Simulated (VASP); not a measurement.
# Os (P6_3/mmc) in VASP: notebook

Runs on Os. Level: PBE. Tasks: single point, relaxation of cell and atoms.

Program: VASP 6.6.1. These are calculated values, not measurements. Logs are shortened: lines on timing, memory, paths and dates and some standing lists are left out, and cuts for length are marked.

## Step 1: The cell of the first run

Symmetry: P6_3/mmc, No. 194, hexagonal system. Conventional cell: a = 2.956 Å, b = 2.956 Å, c = 8.051 Å, α = 90.00°, β = 90.00°, γ = 120.00°. Os (site symmetry -6m2) has 3 Os at 1.71 Å within 2.3 Å. Within 2.3 Å of Os (site symmetry -6m2) lie 3 Os at 1.71 Å.

## Step 2: Single point, PBE

INCAR

```
PREC = Accurate
ENCUT = 520
EDIFF = 1E-6
ISMEAR = 0
SIGMA = 0.1
LREAL = False
LASPH = True
NELM = 60
ALGO = Normal
ISIF = 2
LWAVE = False
LCHARG = True
GGA = PE
LELF = True
LVHAR = True
NBANDS = 24
```

KPOINTS

```
Automatic mesh
0
Gamma
  9 9 2
```

POSCAR

```
Os
1.0
    2.9558810517      0.0000000000      0.0000000000
   -1.4779405259      2.5598680813      0.0000000000
    0.0000000000      0.0000000000      8.0505703441
Os
4
Direct
    0.0000000000      0.0000000000      0.2500000000
    0.0000000000      0.0000000000      0.7500000000
    0.3333333333      0.6666666667      0.7500000000
    0.6666666667      0.3333333333      0.2500000000
```

Potentials or basis: VASP PAW PBE potentials, release 64 (Os).

Launch:

```
$ cat potpaw_PBE.64/Os/POTCAR > POTCAR
$ mpirun -np 1 vasp_std > vasp.out
```

OUTCAR:

```text
PREC = Accurate
   ENCUT = 520
   EDIFF = 1E-6
   ISMEAR = 0
   LREAL = False
   LASPH = True
   NELM = 60
   ISIF = 2
   GGA = PE

 ion  position               nearest neighbor table
   1  0.000  0.000  0.250-   4 1.71   4 1.71   4 1.71
   2  0.000  0.000  0.750-   3 1.71   3 1.71   3 1.71
   3  0.333  0.667  0.750-   2 1.71   2 1.71   2 1.71
   4  0.667  0.333  0.250-   1 1.71   1 1.71   1 1.71

  LATTYP: Found a hexagonal cell.
 ALAT       =     2.9558810517
 C/A-ratio  =     2.7235772358

  Lattice vectors:

 A1 = (   2.9558810517,   0.0000000000,   0.0000000000)
 A2 = (  -1.4779405259,   2.5598680813,   0.0000000000)
 A3 = (   0.0000000000,   0.0000000000,   8.0505703441)

Analysis of symmetry for initial positions (statically):
=====================================================================
 Subroutine PRICEL returns:
 Original cell was already a primitive cell.

 Routine SETGRP: Setting up the symmetry group for a
 hexagonal supercell.

 Subroutine GETGRP returns: Found 24 space group operations
 (whereof 12 operations were pure point group operations)
 out of a pool of 24 trial point group operations.

The static configuration has the point symmetry D_3d.
 The point group associated with its full space group is D_6h.

Analysis of symmetry for dynamics (positions and initial velocities):
=====================================================================
 Subroutine PRICEL returns:
 Original cell was already a primitive cell.

 Routine SETGRP: Setting up the symmetry group for a
 hexagonal supercell.

 Subroutine GETGRP returns: Found 24 space group operations
 (whereof 12 operations were pure point group operations)
 out of a pool of 24 trial point group operations.

The dynamic configuration has the point symmetry D_3d.
 The point group associated with its full space group is D_6h.

 Subroutine INISYM returns: Found 24 space group operations
 (whereof 12 operations are pure point group operations),
 and found     1 'primitive' translations

----------------------------------------------------------------------------------------

                                     Primitive cell

  volume of cell :      60.9160

  direct lattice vectors                    reciprocal lattice vectors
     2.955881052  0.000000000  0.000000000     0.338308607  0.195322565  0.000000000
    -1.477940526  2.559868081  0.000000000     0.000000000  0.390645130  0.000000000
     0.000000000  0.000000000  8.050570344     0.000000000  0.000000000  0.124214802

  length of vectors
     2.955881052  2.955881052  8.050570344     0.390645130  0.390645130  0.124214802

  position of ions in fractional coordinates (direct lattice)
     0.000000000  0.000000000  0.250000000
     0.000000000  0.000000000  0.750000000
     0.333333333  0.666666667  0.750000000
     0.666666667  0.333333333  0.250000000

  ion indices of the primitive-cell ions
   primitive index   ion index
                 1           1
                 2           2
                 3           3
                 4           4

----------------------------------------------------------------------------------------

 KPOINTS: Automatic mesh

Automatic generation of k-mesh.
 Grid dimensions read from file:
 generate k-points for:    9    9    2

 Generating k-lattice:

  Cartesian coordinates                     Fractional coordinates (reciprocal lattice)
     0.037589845  0.021702507  0.000000000     0.111111111  0.000000000  0.000000000
     0.000000000  0.043405014  0.000000000     0.000000000  0.111111111  0.000000000
     0.000000000  0.000000000  0.062107401     0.000000000  0.000000000  0.500000000

  Length of vectors
     0.043405014  0.043405014  0.062107401

  Shift w.r.t. Gamma in fractional coordinates (k-lattice)
     0.000000000  0.000000000  0.000000000

 Subroutine IBZKPT returns following result:
 ===========================================

 Found     24 irreducible k-points:

 Following reciprocal coordinates:
            Coordinates               Weight
  0.000000  0.000000  0.000000      1.000000
  0.111111  0.000000  0.000000      6.000000
  0.222222  0.000000  0.000000      6.000000
  0.333333 -0.000000  0.000000      6.000000
  0.444444  0.000000  0.000000      6.000000
  0.111111  0.111111  0.000000      6.000000
[... 16 lines left out ...]
  0.333333  0.222222  0.500000     12.000000
  0.333333  0.333333  0.500000      2.000000
   k-points           NKPTS =     24   k-points in BZ     NKDIM =     24   number of bands    NBANDS=     24
   number of dos      NEDOS =    301   number of ions     NIONS =      4
   total plane-waves  NPLWV =  34560
   dimension x,y,z NGX =    24 NGY =   24 NGZ =   60
   dimension x,y,z NGXF=    48 NGYF=   48 NGZF=  120
   ions per type =               4
   NGX,Y,Z   is equivalent  to a cutoff of  13.50, 13.50, 12.39 a.u.
   NGXF,Y,Z  is equivalent  to a cutoff of  27.00, 27.00, 24.78 a.u.
 SYSTEM =  unknown system
   PREC   = accura    normal or accurate (medium, high low for compatibility)
   ISTART =      0    job   : 0-new  1-cont  2-samecut
   ICHARG =      2    charge: 1-file 2-atom 10-const
   ISPIN  =      1    spin polarized calculation?
   LNONCOLLINEAR =      F non collinear calculations
   LSORBIT =      F    spin-orbit coupling
   LASPH  =      T    aspherical Exc in radial PAW
   ENCUT  =  520.0 eV  38.22 Ry    6.18 a.u.   5.50  5.50 14.97*2*pi/ulx,y,z
   NELM   =     60;   NELMIN=  2; NELMDL= -5     # of ELM steps
   EDIFF  = 0.1E-05   stopping-criterion for ELM
   LREAL  =      F    real-space projection
   EDIFFG = 0.1E-04   stopping-criterion for IOM
   NSW    =      0    number of steps for IOM
   IBRION =     -1    ionic relax: 0-MD 1-quasi-New 2-CG
   NFREE  =      0    steps in history (QN), initial steepest desc. (CG)
   ISIF   =      2    stress and relaxation
   ISYM   =      2    0-nonsym 1-usesym 2-fastsym
   POTIM  = 0.5000    time-step for ionic-motion
   TEBEG  =    0.0;   TEEND  =   0.0 temperature during run
   PSTRESS=    0.0 pullay stress
   NELECT =      32.0000    total number of electrons
   NUPDOWN=      -1.0000    fix difference up-down
   EMIN   =  10.00;   EMAX   =-10.00  energy-range for DOS
   EFERMI =   0.00;   METHOD = LEGACY
   ISMEAR =     0;   SIGMA  =   0.10  broadening in eV -4-tet -1-fermi 0-gaus
   EFERMI_NEDOS =   21; number of points for ismear=-14 and -15
   IALGO  =     38    algorithm
   IMIX   =      4    mixing-type and parameters
     AMIX     =   0.40;   BMIX     =  1.00
     AMIX_MAG =   1.60;   BMIX_MAG =  1.00
  volume/ion in A,a.u.               =      15.23       102.77
  Fermi-wavevector in a.u.,A,eV,Ry     =   1.320934  2.496203 23.740349  1.744866
  Thomas-Fermi vector in A             =   2.450724
   LORBIT       =      0    0 simple, 1 ext, 2 COOP (PROOUT), +10 PAW based schemes
   GGA     = PE    functional components
   LHFCALC =     F    Hartree Fock is set to
   AEXX    =    0.0000 exact exchange contribution
   IVDW    =     0    specifies the selected vdW correction
   LEPSILON=     F    determine dielectric tensor
   LRPA    =     F    only Hartree local field effects (RPA)
 non-spin polarized calculation
 Gauss-broadening in eV      SIGMA  =   0.10
  energy-cutoff  :      520.00
  volume of cell :       60.92
 maximum number of plane-waves:      1685
 NGX is ok and might be reduce to    24
   NGX = 11   NGY = 11   NGZ = 29

 number of electron      31.9999997 magnetization

 Free energy of the ion-electron system (eV)
  ---------------------------------------------------
  ext. energy  EPLUGINS =         0.00000000
  ---------------------------------------------------
  free energy    TOTEN  =        29.80020483 eV

  energy without entropy =       29.81425663  energy(sigma->0) =       29.80723073

 E-fermi :   8.9759     XC(G=0): -12.2535

 val. band max:        8.9325362544   @ k =   0.1111   0.1111   0.0000
 cond. band min:       9.0393284611   @ k =   0.1111   0.0000   0.0000
 fundamental gap:      0.1067922067
 Fermi energy:         8.9759454458

 k-point     1 :       0.0000    0.0000    0.0000
  band No.  band energies     occupation
      1      -2.2311      2.00000
      2      -2.2282      2.00000
      3      -0.5546      2.00000
      4      -0.5546      2.00000
      5      -0.5266      2.00000
      6      -0.5266      2.00000
[... 16 lines left out ...]
     23      12.0492      0.00000
     24      12.2860      0.00000

 k-point     2 :       0.1111    0.0000    0.0000
  band No.  band energies     occupation
      1      -1.6799      2.00000
      2      -1.6579      2.00000
      3      -0.8372      2.00000
      4      -0.7939      2.00000
      5      -0.5176      2.00000
      6      -0.4715      2.00000
[... 16 lines left out ...]
     23      11.9380      0.00000
     24      12.8242      0.00000

 k-point     3 :       0.2222    0.0000    0.0000
  band No.  band energies     occupation
      1      -2.9981      2.00000
      2      -2.9642      2.00000
      3      -1.4522      2.00000
      4      -1.3905      2.00000
      5      -0.9431      2.00000
      6      -0.9403      2.00000
[... 16 lines left out ...]
     23      11.9485      0.00000
     24      15.4836      0.00000
[... 514 lines left out ...]
 k-point    23 :       0.3333    0.2222    0.5000
  band No.  band energies     occupation
      1      -7.9995      2.00000
      2      -7.9995      2.00000
      3      -3.7460      2.00000
      4      -3.7460      2.00000
      5      -0.3434      2.00000
      6      -0.3434      2.00000
[... 16 lines left out ...]
     23      16.5393      0.00000
     24      16.5393      0.00000

 k-point    24 :       0.3333    0.3333    0.5000
  band No.  band energies     occupation
      1      -8.4931      2.00000
      2      -8.4931      2.00000
      3      -4.0612      2.00000
      4      -4.0612      2.00000
      5       1.4107      2.00000
      6       1.4107      2.00000
[... 16 lines left out ...]
     23      17.2269      0.00000
     24      17.2269      0.00000

------------------------ aborting loop because EDIFF is reached ----------------------------------------

  FORCE on cell =-STRESS in cart. coord.  units (eV):
  Direction    XX          YY          ZZ          XY          YZ          ZX
  --------------------------------------------------------------------------------------
  -------------------------------------------------------------------------------------
  Total      243.7626328    243.7626328      1.6042036     -0.0000000     -0.0000000      0.0000000
  in kB     6411.3063098   6411.3063096     42.1928530     -0.0000001     -0.0000000      0.0000000
  external PRESSURE =    4288.2684908 kB  Pullay stress =       0.0000000 kB

 VOLUME and BASIS-vectors are now :
 -----------------------------------------------------------------------------
  energy-cutoff  :      520.00
  volume of cell :       60.92
      direct lattice vectors                 reciprocal lattice vectors
     2.955881052  0.000000000  0.000000000     0.338308607  0.195322565  0.000000000
    -1.477940526  2.559868081  0.000000000     0.000000000  0.390645130  0.000000000
     0.000000000  0.000000000  8.050570344     0.000000000  0.000000000  0.124214802

 POSITION                                       TOTAL-FORCE (eV/Angst)
 -----------------------------------------------------------------------------------
      0.00000      0.00000      2.01264        -0.000000     -0.000000     -0.000000
      0.00000      0.00000      6.03793         0.000000     -0.000000     -0.000000
     -0.00000      1.70658      6.03793        -0.000000      0.000000     -0.000000
      1.47794      0.85329      2.01264         0.000000     -0.000000      0.000000
 -----------------------------------------------------------------------------------
    total drift:                                0.000000     -0.000000      0.000000

  FREE ENERGIE OF THE ION-ELECTRON SYSTEM (eV)
  ---------------------------------------------------
  free  energy   TOTEN  =        29.8002048293 eV

  energy  without entropy=       29.8142566341  energy(sigma->0) =       29.80723073
```

Run time: 28 s. Hardware: 1 thread of Intel Xeon Platinum 8488C (Sapphire Rapids), shared host; peak memory 0.18 GiB.

Results:

```yaml
Free_energy: 29.8002 eV
Pressure: 428.8 GPa
Band_gap_on_the_k_mesh: zero (bands 16 and 17 overlap by 2.02 eV)
```

Stress tensor (GPa, compression positive):
```
641.13   0.00   0.00
  0.00 641.13   0.00
  0.00   0.00   4.22
```

Caveat: the k points lie up to 0.39 Å⁻¹ apart, too coarse for converged energies and pressures of a metal; atoms lie so close that the PAW spheres overlap strongly, which falsifies energies and pressures; spin-orbit coupling is left out, which moves the levels of the heavy elements.

## Step 3: Single point, PBE

This run uses another cell than the first one, of 18.76 Å³/atom.

INCAR

```
SYSTEM = Os
ALGO = Normal
EDIFF = 1E-6
ENCUT = 520
GGA = PE
ISIF = 2
ISMEAR = 0
LASPH = .TRUE.
LCHARG = .FALSE.
LREAL = .FALSE.
LWAVE = .FALSE.
NBANDS = 24
NELM = 100
PREC = Accurate
SIGMA = 0.1
```

KPOINTS

```
k-points
0
G
  6 6 4
  0 0 0
```

POSCAR

```
Os
1.0
    4.2327719583      0.0000000000      0.0000000000
   -2.1163859792      3.6656880443      0.0000000000
    0.0000000000      0.0000000000      4.8370500506
Os
4
Direct
    0.0000000000      0.0000000000      0.2500000000
    0.0000000000      0.0000000000      0.7500000000
    0.3333333333      0.6666666667      0.7500000000
    0.6666666667      0.3333333333      0.2500000000
```

Potentials or basis: VASP PAW PBE potentials, release 64 (Os).

Launch:

```
$ cat potpaw_PBE.64/Os/POTCAR > POTCAR
$ mpirun -np 1 vasp_std > vasp.out
```

OUTCAR:

```text
SYSTEM = Os
   EDIFF = 1E-6
   ENCUT = 520
   GGA = PE
   ISIF = 2
   ISMEAR = 0
   LASPH = .TRUE.
   LREAL = .FALSE.
   NELM = 100
   PREC = Accurate

 ion  position               nearest neighbor table
   1  0.000  0.000  0.250-   2 2.42   2 2.42   4 2.44   4 2.44   4 2.44
   2  0.000  0.000  0.750-   1 2.42   1 2.42   3 2.44   3 2.44   3 2.44
   3  0.333  0.667  0.750-   2 2.44   2 2.44   2 2.44
   4  0.667  0.333  0.250-   1 2.44   1 2.44   1 2.44

  LATTYP: Found a hexagonal cell.
 ALAT       =     4.2327719583
 C/A-ratio  =     1.1427617878

  Lattice vectors:

 A1 = (   4.2327719583,   0.0000000000,   0.0000000000)
 A2 = (  -2.1163859792,   3.6656880443,   0.0000000000)
 A3 = (   0.0000000000,   0.0000000000,   4.8370500506)

Analysis of symmetry for initial positions (statically):
=====================================================================
 Subroutine PRICEL returns:
 Original cell was already a primitive cell.

 Routine SETGRP: Setting up the symmetry group for a
 hexagonal supercell.

 Subroutine GETGRP returns: Found 24 space group operations
[... 166 lines left out ...]
  energy without entropy =      -38.04875713  energy(sigma->0) =      -38.06208456

 E-fermi :   6.1500     XC(G=0): -12.1229

 val. band max:        6.0961517426   @ k =   0.1667   0.1667   0.0000
 cond. band min:       6.1736003561   @ k =   0.1667   0.0000   0.2500
 fundamental gap:      0.0774486136
 Fermi energy:         6.1500155480

 k-point     1 :       0.0000    0.0000    0.0000
  band No.  band energies     occupation
      1      -2.8637      2.00000
      2      -0.3037      2.00000
      3       0.4791      2.00000
      4       0.6368      2.00000
      5       0.6368      2.00000
      6       2.6701      2.00000
[... 556 lines left out ...]
     23       7.9299      0.00000
     24       7.9299      0.00000

------------------------ aborting loop because EDIFF is reached ----------------------------------------

  FORCE on cell =-STRESS in cart. coord.  units (eV):
  Direction    XX          YY          ZZ          XY          YZ          ZX
  --------------------------------------------------------------------------------------
  -------------------------------------------------------------------------------------
  Total       -0.4132661     -0.4132661     -0.1483455      0.0000000      0.0000000     -0.0000000
  in kB       -8.8222504     -8.8222504     -3.1668243      0.0000000      0.0000000     -0.0000000
  external PRESSURE =      -6.9371084 kB  Pullay stress =       0.0000000 kB

 VOLUME and BASIS-vectors are now :
 -----------------------------------------------------------------------------
  energy-cutoff  :      520.00
  volume of cell :       75.05
      direct lattice vectors                 reciprocal lattice vectors
     4.232771958  0.000000000  0.000000000     0.236251801  0.136400041  0.000000000
    -2.116385979  3.665688044  0.000000000     0.000000000  0.272800082  0.000000000
     0.000000000  0.000000000  4.837050051     0.000000000  0.000000000  0.206737575

 POSITION                                       TOTAL-FORCE (eV/Angst)
 -----------------------------------------------------------------------------------
      0.00000      0.00000      1.20926        -0.000000     -0.000000      0.000000
      0.00000      0.00000      3.62779         0.000000      0.000000      0.000000
     -0.00000      2.44379      3.62779        -0.000000     -0.000000      0.000000
      2.11639      1.22190      1.20926         0.000000     -0.000000     -0.000000
 -----------------------------------------------------------------------------------
    total drift:                               -0.000000      0.000000     -0.000000

  FREE ENERGIE OF THE ION-ELECTRON SYSTEM (eV)
  ---------------------------------------------------
  free  energy   TOTEN  =       -38.0754119878 eV

  energy  without entropy=      -38.0487571256  energy(sigma->0) =      -38.06208456
```

OSZICAR:

```text
N       E                     dE             d eps       ncg     rms          rms(c)
DAV:   1     0.203080481696E+03    0.20308E+03   -0.14109E+04  1008   0.123E+03
DAV:   2    -0.212704802717E+02   -0.22435E+03   -0.20461E+03  1064   0.395E+02
DAV:   3    -0.392736728760E+02   -0.18003E+02   -0.15951E+02  1368   0.814E+01
DAV:   4    -0.399017449399E+02   -0.62807E+00   -0.62013E+00  1072   0.199E+01
DAV:   5    -0.399153904966E+02   -0.13646E-01   -0.13626E-01  1360   0.204E+00    0.228E+01
DAV:   6    -0.384474221642E+02    0.14680E+01   -0.21436E+00  1200   0.898E+00    0.109E+01
DAV:   7    -0.382462906418E+02    0.20113E+00   -0.12983E+00  1544   0.877E+00    0.363E+00
DAV:   8    -0.380882926681E+02    0.15800E+00   -0.40191E-01  1520   0.651E+00    0.115E+00
DAV:   9    -0.380752071528E+02    0.13086E-01   -0.41866E-02  1080   0.146E+00    0.239E-01
DAV:  10    -0.380754708521E+02   -0.26370E-03   -0.15932E-03  1400   0.269E-01    0.648E-02
DAV:  11    -0.380754135243E+02    0.57328E-04   -0.99245E-05  1344   0.974E-02    0.313E-02
DAV:  12    -0.380754132975E+02    0.22676E-06   -0.23905E-05  1152   0.341E-02    0.109E-02
DAV:  13    -0.380754119531E+02    0.13445E-05   -0.91736E-07   696   0.735E-03    0.273E-03
DAV:  14    -0.380754119878E+02   -0.34727E-07   -0.12565E-07   648   0.314E-03
   1 F= -.38075412E+02 E0= -.38062085E+02  d E =-.266549E-01
```

It took 24 s on 1 thread of Intel Xeon Platinum 8488C (Sapphire Rapids), shared host; peak memory 0.18 GiB.

What came out:

| Property | Result |
| --- | --- |
| Free energy | -38.0754 eV |
| Pressure | -0.7 GPa |
| Band gap on the k mesh | zero (bands 16 and 17 overlap by 2.00 eV) |

Stress tensor (GPa, compression positive):
```
-0.88  0.00  0.00
 0.00 -0.88  0.00
 0.00  0.00 -0.32
```

Levels at points of the mesh, in eV from the Fermi level:
| k point | band 14 | band 15 | band 16 | band 17 | band 18 | band 19 |
| --- | --- | --- | --- | --- | --- | --- |
| (0.00, 0.00, 0.00) | -1.85 | -1.85 | -1.22 | -0.34 | 0.50 | 0.50 |
| (0.50, 0.00, 0.00) | -0.45 | -0.37 | 0.83 | 0.90 | 0.96 | 1.26 |
| (0.00, 0.00, 0.50) | -1.64 | -1.64 | -1.64 | -0.63 | -0.63 | -0.06 |
| (0.50, 0.00, 0.50) | -1.55 | 0.08 | 0.08 | 0.24 | 0.24 | 0.40 |

Caveat: spin-orbit coupling is left out, which moves the levels of the heavy elements.

(Part 1 of 2 ends here.)

The gap in the log of VASP goes by the Fermi energy; the results here count the filled bands.